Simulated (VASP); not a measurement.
# Re (Pm-3m) in VASP: further runs

The runs below take Re through relaxation of cell and atoms, with LDA.

All numbers are computed with VASP 6.6.1; they aren't measurements. Logs are shortened: lines on timing, memory, paths and dates and some standing lists are left out, and cuts for length are marked.

### Step 1. The cell of the first run

The structure is cubic, space group Pm-3m (No. 221). The conventional cell has a = 2.530 Å, b = 2.530 Å, c = 2.530 Å, α = 90.00°, β = 90.00°, γ = 90.00°. Within 3.3 Å of Re (site symmetry m-3m) lie 6 Re at 2.53 Å.

### Step 2. Relaxation of cell and atoms, LDA, target pressure 40 GPa, at which the enthalpy is minimised

The input, INCAR:

```
ALGO = Normal ; EDIFF = 1E-7
EDIFFG = -0.02 ; ENCUT = 600
GGA = CA ; IBRION = 2
ISIF = 3 ; ISMEAR = -1
LASPH = True ; LCHARG = False
LREAL = False ; LWAVE = False
NELM = 60 ; NSW = 60
PREC = Accurate ; PSTRESS = 400.0
SIGMA = 0.1
```

The input, KPOINTS:

```
k-points
0
Gamma
  9 9 9
```

The input, POSCAR:

```
Re
1.0
    2.5300000000      0.0000000000      0.0000000000
    0.0000000000      2.5300000000      0.0000000000
    0.0000000000      0.0000000000      2.5300000000
Re
1
Direct
    0.0000000000      0.0000000000      0.0000000000
```

Potentials or basis: VASP PAW LDA potentials, release 64 (Re).

On the command line:

```bash
cat potpaw_LDA.64/Re/POTCAR > POTCAR
mpirun -np 1 vasp_std > vasp.out
```

OUTCAR:

```text
EDIFF = 1E-7
   EDIFFG = -0.02
   ENCUT = 600
   GGA = CA
   IBRION = 2
   ISIF = 3
   ISMEAR = -1
   LASPH = True
   LREAL = False
   NELM = 60
   NSW = 60
   PREC = Accurate
   PSTRESS = 400.0

 ion  position               nearest neighbor table
   1  0.000  0.000  0.000-

  LATTYP: Found a simple cubic cell.
 ALAT       =     2.5300000000

  Lattice vectors:

 A1 = (   2.5300000000,   0.0000000000,   0.0000000000)
 A2 = (   0.0000000000,   2.5300000000,   0.0000000000)
 A3 = (   0.0000000000,   0.0000000000,   2.5300000000)

Analysis of symmetry for initial positions (statically):
=====================================================================
 Subroutine PRICEL returns:
 Original cell was already a primitive cell.

 Routine SETGRP: Setting up the symmetry group for a
 simple cubic supercell.

 Subroutine GETGRP returns: Found 48 space group operations
 (whereof 48 operations were pure point group operations)
 out of a pool of 48 trial point group operations.

The static configuration has the point symmetry O_h .

Analysis of symmetry for dynamics (positions and initial velocities):
=====================================================================
 Subroutine PRICEL returns:
 Original cell was already a primitive cell.

 Routine SETGRP: Setting up the symmetry group for a
 simple cubic supercell.

 Subroutine GETGRP returns: Found 48 space group operations
 (whereof 48 operations were pure point group operations)
 out of a pool of 48 trial point group operations.

The dynamic configuration has the point symmetry O_h .

 Subroutine INISYM returns: Found 48 space group operations
 (whereof 48 operations are pure point group operations),
 and found     1 'primitive' translations

----------------------------------------------------------------------------------------

                                     Primitive cell

  volume of cell :      16.1943

  direct lattice vectors                    reciprocal lattice vectors
     2.530000000  0.000000000  0.000000000     0.395256917  0.000000000  0.000000000
     0.000000000  2.530000000  0.000000000     0.000000000  0.395256917  0.000000000
     0.000000000  0.000000000  2.530000000     0.000000000  0.000000000  0.395256917

  length of vectors
     2.530000000  2.530000000  2.530000000     0.395256917  0.395256917  0.395256917

  position of ions in fractional coordinates (direct lattice)
     0.000000000  0.000000000  0.000000000

  ion indices of the primitive-cell ions
   primitive index   ion index
                 1           1

----------------------------------------------------------------------------------------

 KPOINTS: k-points

Automatic generation of k-mesh.
 Grid dimensions read from file:
 generate k-points for:    9    9    9

 Generating k-lattice:

  Cartesian coordinates                     Fractional coordinates (reciprocal lattice)
     0.043917435  0.000000000  0.000000000     0.111111111  0.000000000  0.000000000
     0.000000000  0.043917435  0.000000000     0.000000000  0.111111111  0.000000000
     0.000000000  0.000000000  0.043917435     0.000000000  0.000000000  0.111111111

  Length of vectors
     0.043917435  0.043917435  0.043917435

  Shift w.r.t. Gamma in fractional coordinates (k-lattice)
     0.000000000  0.000000000  0.000000000

 Subroutine IBZKPT returns following result:
 ===========================================

 Found     35 irreducible k-points:

 Following reciprocal coordinates:
            Coordinates               Weight
  0.000000  0.000000  0.000000      1.000000
  0.111111  0.000000  0.000000      6.000000
  0.222222  0.000000  0.000000      6.000000
  0.333333  0.000000  0.000000      6.000000
  0.444444  0.000000  0.000000      6.000000
  0.111111  0.111111  0.000000     12.000000
[... 16 lines left out ...]
  0.333333  0.333333  0.111111     24.000000
  0.444444  0.333333  0.111111     48.000000
 [... further k-points ...]
   k-points           NKPTS =     35   k-points in BZ     NKDIM =     35   number of bands    NBANDS=      7
   number of dos      NEDOS =    301   number of ions     NIONS =      1
   total plane-waves  NPLWV =   8000
   dimension x,y,z NGX =    20 NGY =   20 NGZ =   20
   dimension x,y,z NGXF=    40 NGYF=   40 NGZF=   40
   ions per type =               1
   NGX,Y,Z   is equivalent  to a cutoff of  13.14, 13.14, 13.14 a.u.
   NGXF,Y,Z  is equivalent  to a cutoff of  26.28, 26.28, 26.28 a.u.
 SYSTEM =  unknown system
   PREC   = accura    normal or accurate (medium, high low for compatibility)
   ISTART =      0    job   : 0-new  1-cont  2-samecut
   ICHARG =      2    charge: 1-file 2-atom 10-const
   ISPIN  =      1    spin polarized calculation?
   LNONCOLLINEAR =      F non collinear calculations
   LSORBIT =      F    spin-orbit coupling
   LASPH  =      T    aspherical Exc in radial PAW
   ENCUT  =  600.0 eV  44.10 Ry    6.64 a.u.   5.05  5.05  5.05*2*pi/ulx,y,z
   NELM   =     60;   NELMIN=  2; NELMDL= -5     # of ELM steps
   EDIFF  = 0.1E-06   stopping-criterion for ELM
   LREAL  =      F    real-space projection
   EDIFFG = -.2E-01   stopping-criterion for IOM
   NSW    =     60    number of steps for IOM
   IBRION =      2    ionic relax: 0-MD 1-quasi-New 2-CG
   NFREE  =      1    steps in history (QN), initial steepest desc. (CG)
   ISIF   =      3    stress and relaxation
   ISYM   =      2    0-nonsym 1-usesym 2-fastsym
   POTIM  = 0.5000    time-step for ionic-motion
   TEBEG  =    0.0;   TEEND  =   0.0 temperature during run
   PSTRESS=  400.0 pullay stress
   NELECT =       7.0000    total number of electrons
   NUPDOWN=      -1.0000    fix difference up-down
   EMIN   =  10.00;   EMAX   =-10.00  energy-range for DOS
   EFERMI =   0.00;   METHOD = LEGACY
   ISMEAR =    -1;   SIGMA  =   0.10  broadening in eV -4-tet -1-fermi 0-gaus
   EFERMI_NEDOS =   21; number of points for ismear=-14 and -15
   IALGO  =     38    algorithm
   IMIX   =      4    mixing-type and parameters
     AMIX     =   0.40;   BMIX     =  1.00
     AMIX_MAG =   1.60;   BMIX_MAG =  1.00
  volume/ion in A,a.u.               =      16.19       109.28
  Fermi-wavevector in a.u.,A,eV,Ry     =   1.237809  2.339120 20.846456  1.532171
  Thomas-Fermi vector in A             =   2.372361
   LORBIT       =      0    0 simple, 1 ext, 2 COOP (PROOUT), +10 PAW based schemes
   GGA     = CA    functional components
   LHFCALC =     F    Hartree Fock is set to
   AEXX    =    0.0000 exact exchange contribution
   IVDW    =     0    specifies the selected vdW correction
   LEPSILON=     F    determine dielectric tensor
   LRPA    =     F    only Hartree local field effects (RPA)
 conjugate gradient relaxation of ions
 non-spin polarized calculation
  energy-cutoff  :      600.00
  volume of cell :       16.19
 maximum number of plane-waves:       548
   NGX = 11   NGY = 11   NGZ = 11

--------------------------------------- Ionic step        1  -------------------------------------------

 number of electron       6.9999998 magnetization

 Free energy of the ion-electron system (eV)
  ---------------------------------------------------
  ext. energy  EPLUGINS =         0.00000000
  ---------------------------------------------------
  free energy    TOTEN  =       -12.41960702 eV

  energy without entropy =      -12.39080355  energy(sigma->0) =      -12.40520529

------------------------ aborting loop because EDIFF is reached ----------------------------------------

  FORCE on cell =-STRESS in cart. coord.  units (eV):
  Direction    XX          YY          ZZ          XY          YZ          ZX
  --------------------------------------------------------------------------------------
  -------------------------------------------------------------------------------------
  Total        0.2033906      0.2033906      0.2033906     -0.0000000      0.0000000     -0.0000000
  in kB       20.1224050     20.1224050     20.1224050     -0.0000000      0.0000000     -0.0000000
  external PRESSURE =    -379.8775950 kB  Pullay stress =     400.0000000 kB

 VOLUME and BASIS-vectors are now :
 -----------------------------------------------------------------------------
  energy-cutoff  :      600.00
  volume of cell :       16.19
      direct lattice vectors                 reciprocal lattice vectors
     2.530000000  0.000000000  0.000000000     0.395256917  0.000000000  0.000000000
     0.000000000  2.530000000  0.000000000     0.000000000  0.395256917  0.000000000
     0.000000000  0.000000000  2.530000000     0.000000000  0.000000000  0.395256917
[... 7 lines left out ...]
  FREE ENERGIE OF THE ION-ELECTRON SYSTEM (eV)
  ---------------------------------------------------
  free  energy   TOTEN  =       -12.4196070227 eV

  energy  without entropy=      -12.3908035476  energy(sigma->0) =      -12.40520529

  enthalpy is  TOTEN    =        -8.3765397051 eV   P V=        4.0430673176

--------------------------------------- Ionic step        2  -------------------------------------------

 number of electron       7.0000000 magnetization

 E-fermi :  16.7381     XC(G=0): -16.6521

 val. band max:       16.5888070364   @ k =   0.2222   0.2222   0.1111
 cond. band min:      16.8733973072   @ k =   0.2222   0.2222   0.0000
 fundamental gap:      0.2845902708
 Fermi energy:        16.7381452319

 k-point     1 :       0.0000    0.0000    0.0000
  band No.  band energies     occupation
      1       3.4491      2.00000
      2       4.7195      2.00000
      3       4.7195      2.00000
      4      25.7303      0.00000
      5      25.7303      0.00000
      6      25.7303      0.00000
      7      39.4660      0.00000

 k-point     2 :       0.1111    0.0000    0.0000
  band No.  band energies     occupation
      1       4.0986      2.00000
      2       4.9546      2.00000
      3       6.3051      2.00000
      4      23.8158      0.00000
      5      23.8158      0.00000
      6      25.8712      0.00000
      7      36.5049      0.00000
[... 322 lines left out ...]
  FREE ENERGIE OF THE ION-ELECTRON SYSTEM (eV)
  ---------------------------------------------------
  free  energy   TOTEN  =       -12.2692318796 eV

  energy  without entropy=      -12.2423662966  energy(sigma->0) =      -12.25579909

  enthalpy is  TOTEN    =        -8.5716261680 eV   P V=        3.6976057116

--------------------------------------- Ionic step        5  -------------------------------------------

 number of electron       7.0000001 magnetization

 Free energy of the ion-electron system (eV)
  ---------------------------------------------------
  ext. energy  EPLUGINS =         0.00000000
  ---------------------------------------------------
  free energy    TOTEN  =       -12.23285558 eV

  energy without entropy =      -12.20613035  energy(sigma->0) =      -12.21949296

 E-fermi :   8.4326     XC(G=0): -13.7063

 val. band max:        8.4147460263   @ k =   0.2222   0.2222   0.0000
 cond. band min:       8.4702790856   @ k =   0.4444   0.1111   0.0000
 fundamental gap:      0.0555330593
 Fermi energy:         8.4326306215

 k-point     1 :       0.0000    0.0000    0.0000
  band No.  band energies     occupation
      1      -1.6978      2.00000
      2       2.0095      2.00000
      3       2.0095      2.00000
      4      12.9086      0.00000
      5      12.9086      0.00000
      6      12.9086      0.00000
      7      25.2145      0.00000

 k-point     2 :       0.1111    0.0000    0.0000
  band No.  band energies     occupation
      1      -1.2361      2.00000
      2       2.1297      2.00000
      3       2.5799      2.00000
      4      12.1464      0.00000
      5      12.1464      0.00000
      6      12.9655      0.00000
      7      23.1005      0.00000
[... 242 lines left out ...]
 POSITION                                       TOTAL-FORCE (eV/Angst)
 -----------------------------------------------------------------------------------
      0.00000      0.00000      0.00000         0.000000      0.000000      0.000000
 -----------------------------------------------------------------------------------
    total drift:                               -0.000000      0.000000      0.000000

  FREE ENERGIE OF THE ION-ELECTRON SYSTEM (eV)
  ---------------------------------------------------
  free  energy   TOTEN  =       -12.2328555764 eV

  energy  without entropy=      -12.2061303497  energy(sigma->0) =      -12.21949296

  enthalpy is  TOTEN    =        -8.5738621861 eV   P V=        3.6589933903

 reached required accuracy - stopping structural energy minimisation
```

Run time: 14 s. Hardware: 1 thread of Intel Xeon Platinum 8488C (Sapphire Rapids), shared host; peak memory 0.13 GiB.

Results:

| Quantity | Value |
| --- | --- |
| Free energy | -12.2329 eV |
| Relaxed volume | 14.66 Å³/atom |
| Relaxed cell | a = 2.447 Å, b = 2.447 Å, c = 2.447 Å, α = 90.00°, β = 90.00°, γ = 90.00° |
| Space group after relaxing (to 0.05 Å) | Pm-3m (No. 221) |
| Energy change on relaxing (the enthalpy is what falls) | +186.8 meV/atom |
| Ionic steps | 5 |
| Pressure after relaxing | 40.1 GPa |

Step by step:
```
step  energy change (eV)  largest force (eV/Å)  pressure (GPa)  volume (Å³)
   1              0.0000                0.0000            2.01        16.19
   2              9.1224                0.0000          639.06         8.76
   3              0.1034                0.0000           28.51        15.05
   4              0.1504                0.0000           35.32        14.81
   5              0.1868                0.0000           40.08        14.66
```

Final structure:
```yaml
crystal:
  lattice:
    - [2.44721, 0.00000, 0.00000]
    - [0.00000, 2.44721, 0.00000]
    - [0.00000, 0.00000, 2.44721]
  atoms:
    - { symbol: Re, position: [0.00000, 0.00000, 0.00000] }
```

Levels at points of the mesh, in eV from the Fermi level:
```
           k point  band 1  band 2  band 3  band 4  band 5  band 6
(0.00, 0.00, 0.00)  -10.13   -6.42   -6.42    4.48    4.48    4.48
```

Caveat: the cell is relaxed towards a set pressure, so the enthalpy falls and the energy may rise; spin-orbit coupling is left out, which moves the levels of the heavy elements.

(Part 1 of 2 ends here.)
